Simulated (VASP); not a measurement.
# Co: relaxation of cell and atoms with PBE

The system is Co.

```
Co
1.0
     1.99652    0.00000    0.00000
     0.00000    1.99652    0.00000
     0.00000    0.00000    1.99652
Co
1
Direct
  0.00000 0.00000 0.00000
```

| Quantity | Value |
| --- | --- |
| Program | VASP 6.6.1 |
| Task | relaxation of cell and atoms |
| Functional | PBE |
| Potentials or basis | VASP PAW PBE potentials, release 64 (Co) |
| Cutoff | 600 eV |
| k mesh | 19 × 19 × 19 |
| Occupations | fermi-dirac, width 0.1 eV |
| Spin | collinear spin, ferromagnetic start |
| Starting moments | [1.7] μB |
| Target pressure | 160 GPa |
| Dipole correction | no |
| Further INCAR settings | ALGO = Normal; EDIFF = 1e-06; IBRION = 2; EDIFFG = -0.005; NSW = 60; ISIF = 3 |

```yaml
Relaxed_volume: 8.16 Å³/atom
Relaxed_cell: a = 2.013 Å, b = 2.013 Å, c = 2.013 Å, α = 90.00°, β = 90.00°, γ = 90.00°
Space_group_after_relaxing_to_0.05_Å: Pm-3m (No. 221)
Energy_change_on_relaxing_the_enthalpy_is_what_falls: -209.3 meV/atom
Ionic_steps: 4
Pressure_after_relaxing: 160.0 GPa
Net_moment: 0.00 μB per cell
```

Step by step:
| step | energy change (eV) | largest force (eV/Å) | pressure (GPa) | volume (Å³) |
| --- | --- | --- | --- | --- |
| 1 | 0.0000 | 0.0000 | 180.00 | 7.96 |
| 2 | -0.9563 | 0.0000 | 85.37 | 9.16 |
| 3 | -0.2207 | 0.0000 | 158.89 | 8.17 |
| 4 | -0.2093 | 0.0000 | 160.01 | 8.16 |

Final structure:
```xyz
1
Lattice="2.0129 0.0000 0.0000 0.0000 2.0129 0.0000 0.0000 0.0000 2.0129" Properties=species:S:1:pos:R:3 pbc="T T T"
Co    0.0000    0.0000    0.0000
```

Levels at points of the mesh, in eV from the Fermi level:
Spin up:
```
           k point  band 3  band 4  band 5  band 6  band 7  band 8
(0.00, 0.00, 0.00)   -6.06    0.85    0.85    0.85   25.35   25.35
```
Spin down:
```csv
k point,band 2,band 3,band 4,band 5,band 6,band 7,band 8,band 9
"(0.00, 0.00, 0.00)",-6.06,-6.06,0.85,0.85,0.85,25.35,25.35,25.35
```

Run time: 44 s on 1 thread of Intel(R) Xeon(R) Platinum 8375C CPU @ 2.90GHz (Ice Lake), on a shared host, peak memory 0.16 GiB.

Caveat: the starting moments collapsed, and a magnetic state may lie lower; the cell is relaxed towards a set pressure, so the enthalpy falls and the energy may rise.
